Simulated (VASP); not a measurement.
A run of VASP 6.6.1:

INCAR

```
PREC = Accurate
ENCUT = 500
EDIFF = 1E-6
ISMEAR = -1
SIGMA = 0.1
LREAL = F
LASPH = T
NELM = 200
ALGO = Normal
ISIF = 2
LWAVE = F
LCHARG = F
MAGMOM = 0 0 0 0 0 0 0 0 0 0 0 0
LORBIT = 11
LSORBIT = T
GGA_COMPAT = F
LORBMOM = T
GGA = PE
NBANDS = 50
```

File KPOINTS:

```
Automatic mesh
0
Gamma
  7 7 4
```

The input POSCAR:

```
CdSe
1.0
    4.3000000000      0.0000000000      0.0000000000
   -2.1500000000      3.7239092363      0.0000000000
    0.0000000000      0.0000000000      7.0200000000
Cd Se
2 2
Direct
    0.6666666667      0.3333333333      0.5000000000
    0.3333333333      0.6666666667      0.0000000000
    0.6666666667      0.3333333333      0.8850000000
    0.3333333333      0.6666666667      0.3850000000
```

Potentials or basis: VASP PAW PBE potentials, release 64 (Cd, Se).

Run with:

```console
$ cat potpaw_PBE.64/Cd/POTCAR potpaw_PBE.64/Se/POTCAR > POTCAR
$ mpirun -np 1 vasp_ncl > vasp.out
```

Hardware: 1 thread of Oxide Virtual Turin-like Processor, with other jobs on the host.

Problem. Estimate the wall time of this run.

Solution. Run time: 9.6 min on 1 thread of Oxide Virtual Turin-like Processor, with other jobs on the host, peak memory 0.54 GiB. Counts: scf iterations 14, k points 32.
